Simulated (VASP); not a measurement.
Wanted: the native input for a VASP 6.6.1 run.

* Task: single point
* Functional: PBEsol
* Potentials or basis: VASP PAW PBE potentials, release 64 (Zr_sv, S)
* Cutoff: 520 eV
* k mesh: 16 × 16 × 16
* Occupations: gaussian, width 0.15 eV
* Spin: no spin polarisation
* Dipole correction: no
* Further INCAR settings: ALGO = Normal; EDIFF = 1e-06; NBANDS = 16

The structure of ZrS lies in POSCAR:

```
ZrS
1.0
    0.0000000000      2.8546875000      2.6250000000
    2.6250000000      0.0000000000      2.6250000000
    2.6250000000      2.8546875000      0.0000000000
Zr S
1 1
Direct
    0.0000000000      0.0000000000      0.0000000000
    0.5000000000      0.5000000000      0.5000000000
```

This cell differs from its parent crystal: strain +0.0875 x Voigt [0, 1, 0, 0, 0, 0].

The input as run:

INCAR

```
SYSTEM = ZrS
PREC     = Accurate       ! precision mode
ENCUT    = 520            ! plane-wave cutoff, eV
EDIFF    = 1E-6           ! SCF threshold, eV
ISMEAR   = 0              ! smearing method
SIGMA    = 0.15           ! smearing width, eV
LREAL    = .False.        ! projectors in reciprocal space
LASPH    = .True.         ! aspherical terms in the spheres
NELM     = 100            ! most SCF steps
ALGO     = Normal         ! electronic algorithm
ISIF     = 2              ! what is computed and relaxed
LWAVE    = .False.        ! write WAVECAR
LCHARG   = .False.        ! write CHGCAR
GGA      = PS             ! functional
NBANDS   = 16             ! bands
```

KPOINTS

```
regular mesh
0
Gamma
  16 16 16
  0 0 0
```

Potentials or basis: VASP PAW PBE potentials, release 64 (Zr_sv, S).

Launch:

```bash
$ cat potpaw_PBE.64/Zr_sv/POTCAR potpaw_PBE.64/S/POTCAR > POTCAR
$ mpirun -np 1 vasp_std > vasp.out
```

Results of the run:

```
Pressure               : -12.5 GPa
Band gap on the k mesh : zero (bands 9 and 10 overlap by 2.24 eV)
```

Caveat: the cell differs from its parent crystal (strain +0.0875 x Voigt [0, 1, 0, 0, 0, 0]); the stress differs along the axes, from -19 to -9 GPa; the PAW data sets were made with another functional, which shifts forces and pressure a little.

Wall time 97 s on 1 thread of Intel(R) Xeon(R) 6975P-C (Granite Rapids) (shared host), peak memory 0.33 GiB.
